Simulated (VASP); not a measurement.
**AlN: relaxation of cell and atoms with PBEsol**

Crystal: AlN.

```xyz
2
Lattice="0.0000 2.1840 2.1840 2.1840 0.0000 2.1840 2.1840 2.1840 0.0000" Properties=species:S:1:pos:R:3 pbc="T T T"
Al    0.0000    0.0000    0.0000
N     3.2760    3.2760    3.2760
```

```json
{
 "Program": "VASP 6.6.1",
 "Task": "relaxation of cell and atoms",
 "Functional": "PBEsol",
 "Potentials or basis": "VASP PAW PBE potentials, release 64 (Al, N)",
 "Cutoff": "600 eV",
 "k mesh": "8 × 8 × 8",
 "Occupations": "gaussian, width 0.01 eV",
 "Spin": "no spin polarisation",
 "Target pressure": "40 GPa",
 "Dipole correction": "no",
 "Further INCAR settings": "ALGO = Normal; EDIFF = 1e-07; IBRION = 2; EDIFFG = -0.005; NSW = 80; ISIF = 3"
}
```

The relaxed volume is 9.04 Å³/atom and the relaxed cell is a = 2.946 Å, b = 2.946 Å, c = 2.946 Å, α = 60.00°, β = 60.00°, γ = 60.00°. The space group after relaxing (to 0.05 Å) is F-43m (No. 216). The energy change on relaxing (the enthalpy is what falls) is +159.3 meV/atom. The ionic steps are 7. The pressure after relaxing is 40.0 GPa and the band gap on the k mesh is 3.24 eV, indirect (least direct gap 5.17 eV).

The path:
| step | energy change (eV) | largest force (eV/Å) | pressure (GPa) | volume (Å³) |
| --- | --- | --- | --- | --- |
| 1 | 0.0000 | 0.0000 | 1.21 | 20.83 |
| 2 | 2.6523 | 0.0000 | 171.19 | 14.12 |
| 3 | 0.2713 | 0.0000 | 36.27 | 18.27 |
| 4 | 0.3089 | 0.0000 | 39.26 | 18.11 |
| 5 | 0.3218 | 0.0000 | 40.25 | 18.06 |
| 6 | 0.3136 | 0.0000 | 39.62 | 18.09 |
| 7 | 0.3186 | 0.0000 | 40.00 | 18.07 |

Final structure:
```
Al N
1.0
     0.00000    2.08281    2.08281
     2.08281    0.00000    2.08281
     2.08281    2.08281    0.00000
Al N
1 1
Direct
  0.00000 0.00000 0.00000
  0.75000 0.75000 0.75000
```

Levels at points of the mesh, in eV from the valence-band top:
```tsv
k point	band 1	band 2	band 3	band 4	band 5	band 6	band 7	band 8
(0.00, 0.00, 0.00)	-15.83	0.00	0.00	0.00	5.45	13.93	13.93	13.93
(0.50, 0.00, 0.00)	-13.29	-6.55	-0.49	-0.49	8.61	10.76	11.94	11.94
(0.50, 0.50, 0.00)	-12.50	-5.42	-1.93	-1.93	3.24	9.34	15.97	17.45
```

It took 15 s on 1 thread of Intel(R) Xeon(R) 6975P-C (Granite Rapids), with other jobs on the host, peak memory 0.16 GiB.

Caveat: the cell is relaxed towards a set pressure, so the enthalpy falls and the energy may rise; the PAW data sets were made with another functional, which shifts forces and pressure a little. A k mesh can miss the band edges.
